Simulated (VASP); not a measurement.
# Sb (Fd-3m) in VASP: single point with PBE

Aim: the single point of Sb with PBE.

All numbers are computed with VASP 6.6.1; they aren't measurements. Logs are shortened: lines on timing, memory, paths and dates and some standing lists are left out, and cuts for length are marked.

## (1) The cell of the first run

The structure is cubic, space group Fd-3m (No. 227). Conventional cell: a = 6.996 Å, b = 6.996 Å, c = 6.996 Å, α = 90.00°, β = 90.00°, γ = 90.00°. Within 4.0 Å of Sb (site symmetry -43m) lie 4 Sb at 3.03 Å.

## (2) Single point, PBE

INCAR

```
ALGO = Normal ; EDIFF = 1E-6
ENCUT = 520 ; GGA = PE
ISIF = 2 ; ISMEAR = -1
LASPH = T ; LCHARG = F
LREAL = F ; LWAVE = F
NBANDS = 12 ; NELM = 60
PREC = Accurate ; SIGMA = 0.13605693000000002
```

KPOINTS

```
k-points
0
Gamma
  8 8 8
```

POSCAR

```
Sb
1.0
    0.0000000000      3.4977945289      3.4977945289
    3.4977945289      0.0000000000      3.4977945289
    3.4977945289      3.4977945289      0.0000000000
Sb
2
Direct
    0.0000000000      0.0000000000      0.0000000000
    0.2500000000      0.2500000000      0.2500000000
```

Potentials or basis: VASP PAW PBE potentials, release 64 (Sb).

Run with:

```console
$ cat potpaw_PBE.64/Sb/POTCAR > POTCAR
$ mpirun -np 1 vasp_std > vasp.out
```

OUTCAR:

```text
EDIFF = 1E-6
   ENCUT = 520
   GGA = PE
   ISIF = 2
   ISMEAR = -1
   LASPH = T
   LREAL = F
   NELM = 60
   PREC = Accurate

 ion  position               nearest neighbor table
   1  0.000  0.000  0.000-   2 3.03   2 3.03   2 3.03   2 3.03
   2  0.250  0.250  0.250-   1 3.03   1 3.03   1 3.03   1 3.03

  LATTYP: Found a face centered cubic cell.
 ALAT       =     6.9955890578

  Lattice vectors:

 A1 = (   0.0000000000,   3.4977945289,   3.4977945289)
 A2 = (   3.4977945289,   0.0000000000,   3.4977945289)
 A3 = (   3.4977945289,   3.4977945289,   0.0000000000)

Analysis of symmetry for initial positions (statically):
=====================================================================
 Subroutine PRICEL returns:
 Original cell was already a primitive cell.

 Routine SETGRP: Setting up the symmetry group for a
 face centered cubic supercell.

 Subroutine GETGRP returns: Found 48 space group operations
 (whereof 24 operations were pure point group operations)
 out of a pool of 48 trial point group operations.

The static configuration has the point symmetry T_d .
 The point group associated with its full space group is O_h .

Analysis of symmetry for dynamics (positions and initial velocities):
=====================================================================
 Subroutine PRICEL returns:
 Original cell was already a primitive cell.

 Routine SETGRP: Setting up the symmetry group for a
 face centered cubic supercell.

 Subroutine GETGRP returns: Found 48 space group operations
 (whereof 24 operations were pure point group operations)
 out of a pool of 48 trial point group operations.

The dynamic configuration has the point symmetry T_d .
 The point group associated with its full space group is O_h .

 Subroutine INISYM returns: Found 48 space group operations
 (whereof 24 operations are pure point group operations),
 and found     1 'primitive' translations

----------------------------------------------------------------------------------------

                                     Primitive cell

  volume of cell :      85.5880

  direct lattice vectors                    reciprocal lattice vectors
     0.000000000  3.497794529  3.497794529    -0.142947219  0.142947219  0.142947219
     3.497794529  0.000000000  3.497794529     0.142947219 -0.142947219  0.142947219
     3.497794529  3.497794529  0.000000000     0.142947219  0.142947219 -0.142947219

  length of vectors
     4.946628461  4.946628461  4.946628461     0.247591846  0.247591846  0.247591846

  position of ions in fractional coordinates (direct lattice)
     0.000000000  0.000000000  0.000000000
     0.250000000  0.250000000  0.250000000

  ion indices of the primitive-cell ions
   primitive index   ion index
                 1           1
                 2           2

----------------------------------------------------------------------------------------

 KPOINTS: k-points

Automatic generation of k-mesh.
 Grid dimensions read from file:
 generate k-points for:    8    8    8

 Generating k-lattice:

  Cartesian coordinates                     Fractional coordinates (reciprocal lattice)
    -0.017868402  0.017868402  0.017868402     0.125000000  0.000000000  0.000000000
     0.017868402 -0.017868402  0.017868402     0.000000000  0.125000000  0.000000000
     0.017868402  0.017868402 -0.017868402     0.000000000  0.000000000  0.125000000

  Length of vectors
     0.030948981  0.030948981  0.030948981

  Shift w.r.t. Gamma in fractional coordinates (k-lattice)
     0.000000000  0.000000000  0.000000000

 Subroutine IBZKPT returns following result:
 ===========================================

 Found     29 irreducible k-points:

 Following reciprocal coordinates:
            Coordinates               Weight
  0.000000  0.000000  0.000000      1.000000
  0.125000  0.000000  0.000000      8.000000
  0.250000  0.000000  0.000000      8.000000
  0.375000  0.000000  0.000000      8.000000
  0.500000  0.000000  0.000000      4.000000
  0.125000  0.125000  0.000000      6.000000
[... 16 lines left out ...]
  0.500000  0.250000  0.125000     48.000000
 -0.375000  0.250000  0.125000     24.000000
 [... further k-points ...]
   k-points           NKPTS =     29   k-points in BZ     NKDIM =     29   number of bands    NBANDS=     12
   number of dos      NEDOS =    301   number of ions     NIONS =      2
   total plane-waves  NPLWV =  64000
   dimension x,y,z NGX =    40 NGY =   40 NGZ =   40
   dimension x,y,z NGXF=    80 NGYF=   80 NGZF=   80
   ions per type =               2
   NGX,Y,Z   is equivalent  to a cutoff of  13.44, 13.44, 13.44 a.u.
   NGXF,Y,Z  is equivalent  to a cutoff of  26.89, 26.89, 26.89 a.u.
 SYSTEM =  unknown system
   PREC   = accura    normal or accurate (medium, high low for compatibility)
   ISTART =      0    job   : 0-new  1-cont  2-samecut
   ICHARG =      2    charge: 1-file 2-atom 10-const
   ISPIN  =      1    spin polarized calculation?
   LNONCOLLINEAR =      F non collinear calculations
   LSORBIT =      F    spin-orbit coupling
   LASPH  =      T    aspherical Exc in radial PAW
   ENCUT  =  520.0 eV  38.22 Ry    6.18 a.u.   9.20  9.20  9.20*2*pi/ulx,y,z
   NELM   =     60;   NELMIN=  2; NELMDL= -5     # of ELM steps
   EDIFF  = 0.1E-05   stopping-criterion for ELM
   LREAL  =      F    real-space projection
   EDIFFG = 0.1E-04   stopping-criterion for IOM
   NSW    =      0    number of steps for IOM
   IBRION =     -1    ionic relax: 0-MD 1-quasi-New 2-CG
   NFREE  =      0    steps in history (QN), initial steepest desc. (CG)
   ISIF   =      2    stress and relaxation
   ISYM   =      2    0-nonsym 1-usesym 2-fastsym
   POTIM  = 0.5000    time-step for ionic-motion
   TEBEG  =    0.0;   TEEND  =   0.0 temperature during run
   PSTRESS=    0.0 pullay stress
   NELECT =      10.0000    total number of electrons
   NUPDOWN=      -1.0000    fix difference up-down
   EMIN   =  10.00;   EMAX   =-10.00  energy-range for DOS
   EFERMI =   0.00;   METHOD = LEGACY
   ISMEAR =    -1;   SIGMA  =   0.14  broadening in eV -4-tet -1-fermi 0-gaus
   EFERMI_NEDOS =   21; number of points for ismear=-14 and -15
   IALGO  =     38    algorithm
   IMIX   =      4    mixing-type and parameters
     AMIX     =   0.40;   BMIX     =  1.00
     AMIX_MAG =   1.60;   BMIX_MAG =  1.00
  volume/ion in A,a.u.               =      42.79       288.79
  Fermi-wavevector in a.u.,A,eV,Ry     =   0.800333  1.512409  8.714972  0.640532
  Thomas-Fermi vector in A             =   1.907608
   LORBIT       =      0    0 simple, 1 ext, 2 COOP (PROOUT), +10 PAW based schemes
   GGA     = PE    functional components
   LHFCALC =     F    Hartree Fock is set to
   AEXX    =    0.0000 exact exchange contribution
   IVDW    =     0    specifies the selected vdW correction
   LEPSILON=     F    determine dielectric tensor
   LRPA    =     F    only Hartree local field effects (RPA)
 non-spin polarized calculation
  energy-cutoff  :      520.00
  volume of cell :       85.59
 maximum number of plane-waves:      2332
 NGX is ok and might be reduce to    40
   NGX = 19   NGY = 19   NGZ = 19

 number of electron      10.0000000 magnetization

 number of electron       9.9999999 magnetization

 Free energy of the ion-electron system (eV)
  ---------------------------------------------------
  ext. energy  EPLUGINS =         0.00000000
  ---------------------------------------------------
  free energy    TOTEN  =        -7.69141255 eV

  energy without entropy =       -7.60406588  energy(sigma->0) =       -7.64773921

 E-fermi :   3.8677     XC(G=0):  -7.8465

 val. band max:        3.8105334612   @ k =  -0.3750   0.3750   0.1250
 cond. band min:       3.9068444239   @ k =  -0.3750   0.5000   0.1250
 fundamental gap:      0.0963109627
 Fermi energy:         3.8677023537

 k-point     1 :       0.0000    0.0000    0.0000
  band No.  band energies     occupation
      1      -7.5660      2.00000
      2      -1.5495      2.00000
      3       2.0969      2.00000
      4       2.0969      2.00000
      5       2.0969      2.00000
      6       4.3750      0.04692
      7       4.3750      0.04692
      8       4.3750      0.04692
      9       7.8063      0.00000
     10      10.1886      0.00000
     11      10.1886      0.00000
     12      11.3852      0.00000

 k-point     2 :       0.1250    0.0000    0.0000
  band No.  band energies     occupation
      1      -7.4606      2.00000
      2      -1.9755      2.00000
      3       1.9399      2.00000
      4       1.9399      2.00000
      5       2.1014      2.00000
      6       4.6049      0.00883
      7       4.6049      0.00883
      8       4.6607      0.00587
      9       8.3113      0.00000
     10       9.7782      0.00000
     11       9.7782      0.00000
     12      11.0182      0.00000

 k-point     3 :       0.2500    0.0000    0.0000
  band No.  band energies     occupation
      1      -7.1628      2.00000
      2      -2.8834      2.00000
      3       1.6459      2.00000
      4       1.6459      2.00000
      5       1.9338      2.00000
      6       5.0376      0.00037
      7       5.0376      0.00037
      8       5.6166      0.00001
      9       9.1072      0.00000
     10       9.5825      0.00000
     11       9.5825      0.00000
     12      10.9541      0.00000

 k-point     4 :       0.3750    0.0000    0.0000
  band No.  band energies     occupation
      1      -6.7571      2.00000
      2      -3.7701      2.00000
      3       1.4185      2.00000
      4       1.4185      2.00000
      5       1.7189      2.00000
      6       5.3284      0.00004
      7       5.3284      0.00004
      8       6.9543      0.00000
      9       9.2079      0.00000
     10      10.0545      0.00000
     11      10.0545      0.00000
     12      11.1275      0.00000

 k-point     5 :       0.5000    0.0000    0.0000
  band No.  band energies     occupation
      1      -6.5217      2.00000
      2      -4.1809      2.00000
      3       1.3365      2.00000
      4       1.3365      2.00000
      5       1.6324      2.00000
      6       5.4101      0.00002
      7       5.4101      0.00002
      8       7.7852      0.00000
      9       9.4526      0.00000
     10      10.1303      0.00000
     11      10.7810      0.00000
     12      10.7810      0.00000
[... 228 lines left out ...]
      1      -5.4299      2.00000
      2      -5.4299      2.00000
      3       0.5036      2.00000
      4       0.5036      2.00000
      5       3.4020      1.93683
      6       3.4020      1.93683
      7       7.9665      0.00000
      8       7.9665      0.00000
      9       9.9642      0.00000
     10       9.9642      0.00000
     11      12.0326      0.00000
     12      12.0326      0.00000

 k-point    22 :       0.3750    0.2500    0.1250
  band No.  band energies     occupation
      1      -6.8911      2.00000
      2      -3.4396      2.00000
      3       0.7289      2.00000
      4       1.2642      2.00000
      5       3.1628      1.98881
      6       4.2825      0.09053
      7       5.9723      0.00000
      8       6.0938      0.00000
      9       8.7639      0.00000
     10       9.9825      0.00000
     11      10.4965      0.00000
     12      12.2205      0.00000

 k-point    23 :       0.5000    0.2500    0.1250
  band No.  band energies     occupation
      1      -6.4774      2.00000
      2      -4.1576      2.00000
      3       0.3301      2.00000
      4       1.0413      2.00000
      5       3.2610      1.97712
      6       4.8714      0.00125
      7       6.1811      0.00000
      8       6.5419      0.00000
      9       9.3932      0.00000
     10       9.6927      0.00000
     11      11.0195      0.00000
     12      11.7552      0.00000

 k-point    24 :      -0.3750    0.2500    0.1250
  band No.  band energies     occupation
      1      -6.2210      2.00000
      2      -4.5305      2.00000
      3       0.1968      2.00000
      4       0.9420      2.00000
      5       3.2492      1.97901
      6       5.2054      0.00011
      7       6.2504      0.00000
      8       6.8792      0.00000
      9       8.9213      0.00000
     10      10.4029      0.00000
     11      10.8715      0.00000
     12      11.3015      0.00000

 [... further k-points ...]
[... 5 lines left out ...]
  --------------------------------------------------------------------------------------
  -------------------------------------------------------------------------------------
  Total       -0.0029273     -0.0029273     -0.0029273      0.0000000      0.0000000      0.0000000
  in kB       -0.0547986     -0.0547986     -0.0547986      0.0000000      0.0000000      0.0000000
  external PRESSURE =      -0.0547986 kB  Pullay stress =       0.0000000 kB

 VOLUME and BASIS-vectors are now :
 -----------------------------------------------------------------------------
  energy-cutoff  :      520.00
  volume of cell :       85.59
      direct lattice vectors                 reciprocal lattice vectors
     0.000000000  3.497794529  3.497794529    -0.142947219  0.142947219  0.142947219
     3.497794529  0.000000000  3.497794529     0.142947219 -0.142947219  0.142947219
     3.497794529  3.497794529  0.000000000     0.142947219  0.142947219 -0.142947219

 POSITION                                       TOTAL-FORCE (eV/Angst)
 -----------------------------------------------------------------------------------
      0.00000      0.00000      0.00000         0.000000      0.000000      0.000000
      1.74890      1.74890      1.74890        -0.000000     -0.000000     -0.000000
 -----------------------------------------------------------------------------------
    total drift:                               -0.000000      0.000000      0.000000

  FREE ENERGIE OF THE ION-ELECTRON SYSTEM (eV)
  ---------------------------------------------------
  free  energy   TOTEN  =        -7.6914125499 eV

  energy  without entropy=       -7.6040658771  energy(sigma->0) =       -7.64773921
```

Wall time 18 s (1 thread of Intel Xeon Platinum 8488C (Sapphire Rapids), shared host); peak memory 0.23 GiB.

What came out:

```
Free energy            : -7.6914 eV
Pressure               : 0.0 GPa
Band gap on the k mesh : zero (band 5 reaches 4.61 eV, above the bottom of band 6 at 3.40 eV)
```

Levels at points of the mesh, in eV from the Fermi level:
```
           k point  band 2  band 3  band 4  band 5  band 6  band 7  band 8  band 9
(0.00, 0.00, 0.00)   -5.42   -1.77   -1.77   -1.77    0.51    0.51    0.51    3.94
(0.50, 0.00, 0.00)   -8.05   -2.53   -2.53   -2.24    1.54    1.54    3.92    5.58
(0.50, 0.50, 0.00)   -9.30   -3.36   -3.36   -0.47   -0.47    4.10    4.10    6.10
```

Caveat: spin-orbit coupling is left out, which moves the levels of the heavy elements.
